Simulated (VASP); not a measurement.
# Ta2N in VASP: settings compared

Ta2N is run at these levels: r2SCAN, revPBE+U, PBE; tasks: relaxation of cell and atoms, single point.

Program: VASP 6.6.1. These are calculated values, not measurements. Logs are shortened: lines on timing, memory, paths and dates and some standing lists are left out, and cuts for length are marked.

**1. The cell of the first run**

Symmetry: P-3m1, No. 164, trigonal system. The conventional cell has a = 3.113 Å, b = 3.113 Å, c = 4.870 Å, α = 90.00°, β = 90.00°, γ = 120.00°. Ta (site symmetry 3m) has 3 N at 2.18 Å and 12 Ta at 2.99 to 3.11 Å within 3.2 Å. Within 2.9 Å of N (site symmetry -3m) lie 6 Ta at 2.18 Å.

**2. Relaxation of cell and atoms, r2SCAN, target pressure 2 GPa, at which the enthalpy is minimised**

POSCAR

```
Ta2N
1.0
    3.1128615060      0.0000000000      0.0000000000
   -1.5564307530      2.6958171426      0.0000000000
    0.0000000000      0.0000000000      4.8698410000
Ta N
2 1
Direct
    0.3333333333      0.6666666667      0.2547110000
    0.6666666667      0.3333333333      0.7452890000
    0.0000000000      0.0000000000      0.0000000000
```

INCAR.step1

```
SYSTEM = Ta2N
ALGO     = Normal         ! electronic algorithm
EDIFF    = 1E-4           ! SCF threshold, eV
ENCUT    = 600            ! plane-wave cutoff, eV
GGA      = PE             ! functional
ISMEAR   = -1             ! smearing method
LASPH    = .TRUE.         ! aspherical terms in the spheres
LCHARG   = .FALSE.        ! write CHGCAR
LREAL    = .FALSE.        ! projectors in reciprocal space
LWAVE    = .TRUE.         ! write WAVECAR
NELM     = 60             ! most SCF steps
PREC     = Accurate       ! precision mode
SIGMA    = 0.05           ! smearing width, eV
```

INCAR.step2

```
SYSTEM = Ta2N
ALGO     = Normal         ! electronic algorithm
EDIFF    = 1E-6           ! SCF threshold, eV
EDIFFG   = -0.01          ! ionic threshold
ENCUT    = 600            ! plane-wave cutoff, eV
IBRION   = 2              ! ionic algorithm
ISIF     = 3              ! what is computed and relaxed
ISMEAR   = -1             ! smearing method
ISTART   = 1            
LASPH    = .TRUE.         ! aspherical terms in the spheres
LCHARG   = .FALSE.        ! write CHGCAR
LMIXTAU  = .TRUE.       
LREAL    = .FALSE.        ! projectors in reciprocal space
LWAVE    = .FALSE.        ! write WAVECAR
METAGGA  = R2SCAN         ! meta-GGA
NELM     = 60             ! most SCF steps
NSW      = 60             ! ionic steps
PREC     = Accurate       ! precision mode
PSTRESS  = 20.0         
SIGMA    = 0.05           ! smearing width, eV
```

KPOINTS

```
k-points
0
G
  10 10 6
  0 0 0
```

Potentials or basis: VASP PAW PBE potentials, release 64 (Ta_pv, N).

Launch:

```
$ cat potpaw_PBE.64/Ta_pv/POTCAR potpaw_PBE.64/N/POTCAR > POTCAR
$ cp INCAR.step1 INCAR
$ mpirun -np 1 vasp_std > vasp.out
$ cp INCAR.step2 INCAR
$ mpirun -np 1 vasp_std > vasp.out
```

OUTCAR:

```text
SYSTEM = Ta2N
   EDIFF = 1E-6
   EDIFFG = -0.01
   ENCUT = 600
   IBRION = 2
   ISIF = 3
   ISMEAR = -1
   ISTART = 1
   LASPH = .TRUE.
   LREAL = .FALSE.
   METAGGA = R2SCAN
   NELM = 60
   NSW = 60
   PREC = Accurate
   PSTRESS = 20.0

 ion  position               nearest neighbor table
   1  0.333  0.667  0.255-   3 2.18   3 2.18   3 2.18   2 2.99   2 2.99   2 2.99   2 3.06   2 3.06
                             2 3.06
   2  0.667  0.333  0.745-   3 2.18   3 2.18   3 2.18   1 2.99   1 2.99   1 2.99   1 3.06   1 3.06
                             1 3.06
   3  0.000  0.000  0.000-   1 2.18   2 2.18   1 2.18   2 2.18   2 2.18   1 2.18

  LATTYP: Found a hexagonal cell.
 ALAT       =     3.1128615060
 C/A-ratio  =     1.5644258476

  Lattice vectors:

 A1 = (   3.1128615060,   0.0000000000,   0.0000000000)
 A2 = (  -1.5564307530,   2.6958171426,   0.0000000000)
 A3 = (   0.0000000000,   0.0000000000,   4.8698410000)

Analysis of symmetry for initial positions (statically):
=====================================================================
 Subroutine PRICEL returns:
 Original cell was already a primitive cell.

 Routine SETGRP: Setting up the symmetry group for a
 hexagonal supercell.

 Subroutine GETGRP returns: Found 12 space group operations
 (whereof 12 operations were pure point group operations)
 out of a pool of 24 trial point group operations.

The static configuration has the point symmetry D_3d.

Analysis of symmetry for dynamics (positions and initial velocities):
=====================================================================
 Subroutine PRICEL returns:
 Original cell was already a primitive cell.

 Routine SETGRP: Setting up the symmetry group for a
 hexagonal supercell.

 Subroutine GETGRP returns: Found 12 space group operations
 (whereof 12 operations were pure point group operations)
 out of a pool of 24 trial point group operations.

The dynamic configuration has the point symmetry D_3d.

 Subroutine INISYM returns: Found 12 space group operations
 (whereof 12 operations are pure point group operations),
 and found     1 'primitive' translations

----------------------------------------------------------------------------------------

                                     Primitive cell

  volume of cell :      40.8663

  direct lattice vectors                    reciprocal lattice vectors
[... 107 lines left out ...]
   IMIX   =      4    mixing-type and parameters
     AMIX     =   0.40;   BMIX     =  1.00
     AMIX_MAG =   1.60;   BMIX_MAG =  1.00
  volume/ion in A,a.u.               =      13.62        91.93
  Fermi-wavevector in a.u.,A,eV,Ry     =   1.425852  2.694469 27.661374  2.033054
  Thomas-Fermi vector in A             =   2.546192
   LORBIT       =      0    0 simple, 1 ext, 2 COOP (PROOUT), +10 PAW based schemes
   METAGGA = R2SCAN    functional components
   LHFCALC =     F    Hartree Fock is set to
   AEXX    =    0.0000 exact exchange contribution
   IVDW    =     0    specifies the selected vdW correction
   LEPSILON=     F    determine dielectric tensor
   LRPA    =     F    only Hartree local field effects (RPA)
 conjugate gradient relaxation of ions
 non-spin polarized calculation
  energy-cutoff  :      600.00
  volume of cell :       40.87
 maximum number of plane-waves:      1387
 NGX is ok and might be reduce to    28

--------------------------------------- Ionic step        1  -------------------------------------------

 number of electron      26.9999997 magnetization

 Free energy of the ion-electron system (eV)
  ---------------------------------------------------
  ext. energy  EPLUGINS =         0.00000000
  ---------------------------------------------------
  free energy    TOTEN  =      -109.02060204 eV

  energy without entropy =     -109.00780664  energy(sigma->0) =     -109.01420434

------------------------ aborting loop because EDIFF is reached ----------------------------------------

  FORCE on cell =-STRESS in cart. coord.  units (eV):
  Direction    XX          YY          ZZ          XY          YZ          ZX
  --------------------------------------------------------------------------------------
  -------------------------------------------------------------------------------------
  Total       -1.3041922     -1.3041922     -0.6420921      0.0000000      0.0000000      0.0000000
  in kB      -51.1313380    -51.1313380    -25.1734599      0.0000000      0.0000000      0.0000000
  external PRESSURE =     -62.4787120 kB  Pullay stress =      20.0000000 kB
[... 100 lines left out ...]
  energy  without entropy=     -109.0167226666  energy(sigma->0) =     -109.02282556

  enthalpy is  TOTEN    =      -108.5302367312 eV   P V=        0.4986917238

[... ionic steps 4 to 8 ...]

--------------------------------------- Ionic step        9  -------------------------------------------

 number of electron      26.9999999 magnetization

------------------------ aborting loop because EDIFF is reached ----------------------------------------
[... 73 lines left out ...]
--------------------------------------- Ionic step       11  -------------------------------------------

 number of electron      26.9999999 magnetization

 Free energy of the ion-electron system (eV)
  ---------------------------------------------------
  ext. energy  EPLUGINS =         0.00000000
  ---------------------------------------------------
  free energy    TOTEN  =      -109.03569245 eV

  energy without entropy =     -109.02581938  energy(sigma->0) =     -109.03075592

 E-fermi :   7.7257     XC(G=0): -14.0577

 val. band max:        7.7181793556   @ k =   0.1000  -0.0000   0.0000
 cond. band min:       7.7750968437   @ k =   0.2000  -0.0000   0.0000
 fundamental gap:      0.0569174882
 Fermi energy:         7.7257060836

 k-point     1 :       0.0000    0.0000    0.0000
  band No.  band energies     occupation
      1     -29.3540      2.00000
      2     -28.5075      2.00000
      3     -28.5075      2.00000
      4     -28.3816      2.00000
      5     -28.3816      2.00000
      6     -28.3134      2.00000
[... 457 lines left out ...]
      4     -28.7122      2.00000
      5     -28.5308      2.00000
      6     -28.4923      2.00000
[... 9 lines left out ...]
     16      11.5140      0.00000
     17      11.8137      0.00000

 [... further k-points ...]

------------------------ aborting loop because EDIFF is reached ----------------------------------------

  FORCE on cell =-STRESS in cart. coord.  units (eV):
  Direction    XX          YY          ZZ          XY          YZ          ZX
  --------------------------------------------------------------------------------------
  -------------------------------------------------------------------------------------
  Total        0.5102271      0.5102271      0.5102518     -0.0000000     -0.0000000      0.0000000
  in kB       20.4866606     20.4866606     20.4876527     -0.0000000     -0.0000000      0.0000000
  external PRESSURE =       0.4869913 kB  Pullay stress =      20.0000000 kB
[... 22 lines left out ...]
  energy  without entropy=     -109.0258193811  energy(sigma->0) =     -109.03075592

  enthalpy is  TOTEN    =      -108.5375857897 eV   P V=        0.4981066650

 reached required accuracy - stopping structural energy minimisation
```

It took 12 min on 1 thread of Intel Xeon 6975P-C (Granite Rapids), shared host; peak memory 0.22 GiB.

Results:

```yaml
Free_energy: -109.0357 eV
Relaxed_volume: 13.30 Å³/atom
Relaxed_cell: a = 3.067 Å, b = 3.067 Å, c = 4.899 Å, α = 90.00°, β = 90.00°, γ = 120.00°
Space_group_after_relaxing_to_0.1_Å: P-3m1 (No. 164)
Energy_change_on_relaxing_the_run_minimises_the_enthalpy: -5.0 meV/atom
Ionic_steps: 11
Pressure_after_relaxing: 2.0 GPa
Largest_force_after_relaxing: 0.008 eV/Å
Band_gap_on_the_k_mesh: zero (an odd number of electrons rules out a gap without spin polarisation)
```

Forces in eV/Å, atoms in the order of the input:
```
Ta   0.000  0.000 -0.008
Ta   0.000  0.000  0.008
N    0.000  0.000  0.000
```

The path:
| step | energy change (eV) | largest force (eV/Å) | pressure (GPa) | volume (Å³) |
| --- | --- | --- | --- | --- |
| 1 | 0.0000 | 0.1783 | -4.25 | 40.87 |
| 2 | 0.1357 | 0.4863 | 21.15 | 37.80 |
| 3 | -0.0083 | 0.2702 | 2.32 | 39.95 |
| 4 | -0.0081 | 0.2714 | 2.44 | 39.93 |
| 5 | -0.0137 | 0.0020 | 2.22 | 39.89 |
| 6 | -0.0139 | 0.0925 | 2.18 | 39.87 |
| 7 | -0.0156 | 0.0122 | 1.69 | 39.94 |
| 8 | -0.0154 | 0.0228 | 1.75 | 39.93 |
| 9 | -0.0154 | 0.0252 | 1.76 | 39.93 |
| 10 | -0.0141 | 0.0244 | 2.54 | 39.83 |
| 11 | -0.0151 | 0.0084 | 2.05 | 39.90 |

Final structure:
```
CELL_PARAMETERS angstrom
3.06687 0.00000 0.00000
-1.53344 2.65599 0.00000
0.00000 0.00000 4.89871
ATOMIC_POSITIONS crystal
Ta 0.33333 0.66667 0.25805
Ta 0.66667 0.33333 0.74196
N 0.00000 0.00000 0.00000
```

Caveat: the cell is relaxed towards a set pressure, so the run minimises the enthalpy, not the energy; the PAW data sets were made with another functional, which shifts forces and pressure a little; spin-orbit coupling is left out, which moves the levels of the heavy elements.

**3. Single point, revPBE+U**

INCAR

```
SYSTEM = Ta2N
  PREC = Accurate
  ENCUT = 600
  EDIFF = 1E-6
  ISMEAR = -1
  SIGMA = 0.1
  LREAL = .FALSE.
  LASPH = .TRUE.
  NELM = 200
  ALGO = Normal
  ISIF = 2
  LWAVE = .FALSE.
  LCHARG = .TRUE.
  LMAXMIX = 4
  LDAU = .TRUE.
  LDAUTYPE = 2
  LDAUL = 2 -1
  LDAUU = 4 0
  LDAUJ = 0 0
  LDAUPRINT = 1
  GGA = RE
  LELF = .TRUE.
  LVHAR = .TRUE.
  NBANDS = 20
  GGA_COMPAT = .FALSE.
```

KPOINTS

```
Automatic mesh
0
G
  10 10 6
  0 0 0
```

POSCAR

```
Ta2N
1.0
    3.1128615100      0.0000000000      0.0000000000
   -1.5564307550      2.6958171461      0.0000000000
    0.0000000000      0.0000000000      4.8698410000
Ta N
2 1
Direct
    0.3333333333      0.6666666667      0.2547110000
    0.6666666667      0.3333333333      0.7452890000
    0.0000000000      0.0000000000      0.0000000000
```

Potentials or basis: VASP PAW PBE potentials, release 64 (Ta_pv, N).

Launch:

```
$ cat potpaw_PBE.64/Ta_pv/POTCAR potpaw_PBE.64/N/POTCAR > POTCAR
$ mpirun -np 1 vasp_std > vasp.out
```

Wall time 80 s (1 thread of AMD EPYC 7R43 (Zen 3), shared host); peak memory 0.19 GiB.

Results (log left out):

```yaml
Free_energy: -26.0519 eV
Pressure: 13.3 GPa
Largest_force: 0.606 eV/Å
Band_gap_on_the_k_mesh: zero (an odd number of electrons rules out a gap without spin polarisation)
```

Forces on the atoms (eV/Å):
```
Ta   0.000  0.000  0.606
Ta   0.000  0.000 -0.606
N    0.000  0.000  0.000
```

Stress tensor (GPa, compression positive):
```
11.79  0.00  0.00
 0.00 11.79  0.00
 0.00  0.00 16.45
```

Levels at points of the mesh, in eV from the Fermi level:
```csv
k point,band 9,band 10,band 11,band 12,band 13,band 14,band 15,band 16,band 17,band 18
"(0.00, 0.00, 0.00)",-6.23,-6.23,-5.61,-0.68,-0.15,-0.15,0.05,0.39,0.39,1.23
"(0.50, 0.00, 0.00)",-6.77,-6.54,-4.60,-2.94,-1.76,1.78,1.85,3.69,4.06,4.13
"(0.00, 0.00, 0.50)",-6.38,-6.38,-3.10,-3.05,-1.03,-1.03,1.40,1.64,2.39,2.39
"(0.50, 0.00, 0.50)",-6.89,-6.32,-3.45,-2.54,-2.40,-0.42,0.78,3.45,3.48,4.17
```

Eigenvalues of the final occupation matrices:
| site | spin | trace | eigenvalues |
| --- | --- | --- | --- |
| site 1 d | 1 | 1.12 | 0.21 0.21 0.23 0.23 0.24 |
| site 1 d | 2 | 1.12 | 0.21 0.21 0.23 0.23 0.24 |
| site 2 d | 1 | 1.12 | 0.21 0.21 0.23 0.23 0.24 |
| site 2 d | 2 | 1.12 | 0.21 0.21 0.23 0.23 0.24 |

Caveat: the cell stands under pressure; the PAW data sets were made with another functional, which shifts forces and pressure a little; spin-orbit coupling is left out, which moves the levels of the heavy elements; U without spin polarisation on a metal has little footing.

**4. Single point, PBE (atoms moved at random)**

INCAR

```
ALGO = Normal ; EDIFF = 1E-7
ENCUT = 520 ; ISIF = 2
ISMEAR = 0 ; LASPH = True
LCHARG = False ; LREAL = False
LWAVE = False ; NELM = 100
PREC = Accurate ; SIGMA = 0.02
```

KPOINTS

```
k-points
0
Gamma
  8 8 5
```

POSCAR

```
Ta2N
1.0
    3.1128615060      0.0000000000      0.0000000000
   -1.5564307530      2.6958171426      0.0000000000
    0.0000000000      0.0000000000      4.8698410000
Ta N
2 1
Direct
    0.3320340000      0.6669720000      0.2532670000
    0.6653780000      0.3353860000      0.7438190000
    0.0017410000      0.0013340000     -0.0024770000
```

Launch:

```
$ cat potpaw_PBE.64/Ta_pv/POTCAR potpaw_PBE.64/N/POTCAR > POTCAR
$ mpirun -np 1 vasp_std > vasp.out
```

Run time: 52 s. Hardware: 1 thread of Intel Xeon Platinum 8488C (Sapphire Rapids), shared host; peak memory 0.23 GiB.

It converged, with:

| Property | Result |
| --- | --- |
| Free energy | -34.3764 eV |
| Pressure | -0.9 GPa |
| Largest force | 0.130 eV/Å |
| Band gap on the k mesh | zero (an odd number of electrons rules out a gap without spin polarisation) |

Forces on the atoms (eV/Å):
```
Ta   0.052  0.009 -0.111
Ta   0.056 -0.003  0.040
N   -0.108 -0.006  0.071
```

Stress tensor (GPa, compression positive):
```
-0.65  0.02  0.03
 0.02 -0.62 -0.01
 0.03 -0.01 -1.34
```

Levels at points of the mesh, in eV from the Fermi level:
```tsv
k point	band 11	band 12	band 13	band 14	band 15	band 16
(0.00, 0.00, 0.00)	-4.91	-0.60	-0.18	-0.17	0.31	0.34
(0.50, 0.00, 0.00)	-4.47	-2.56	-1.33	1.81	1.93	3.74
(0.00, 0.50, 0.00)	-4.48	-2.57	-1.32	1.80	1.93	3.75
(0.50, 0.50, 0.00)	-4.47	-2.56	-1.33	1.82	1.94	3.74
```

Caveat: the cell differs from its parent crystal (atoms moved at random); spin-orbit coupling is left out, which moves the levels of the heavy elements.

**5. The runs side by side**

```tsv
task	level	U	cell	k mesh	cutoff (eV)	smearing	dipole correction	gap on the mesh (eV)	pressure (GPa)	largest force (eV/Å)
relaxation of cell and atoms	r2SCAN	-	relaxed to 2 GPa	10 × 10 × 6	600	fermi-dirac 0.05 eV	no	none	2.0	0.01
single point	revPBE+U	Ta d U = 4.0 eV	as given	10 × 10 × 6	600	fermi-dirac 0.1 eV	no	none	13.3	0.61
single point	PBE	-	as given	8 × 8 × 5	520	gaussian 0.02 eV	-	none	-0.9	0.13
```

Some of these runs hold the atoms at other places in the same cell, which the table doesn't show; runs alike in all that it shows share one row.

Alike in all rows: potentials or basis VASP PAW PBE potentials, release 64 (Ta_pv, N); no spin polarisation.

Caveats: spin-orbit coupling is left out, which moves the levels of the heavy elements; the PAW data sets were made with another functional, which shifts forces and pressure a little (at least some runs); the cell is relaxed towards a set pressure, so the run minimises the enthalpy, not the energy (at least some runs); the cell stands under pressure (at least some runs); U without spin polarisation on a metal has little footing (at least some runs).

Total energies depend on the potentials used, so only differences within one code and one set of settings carry meaning.
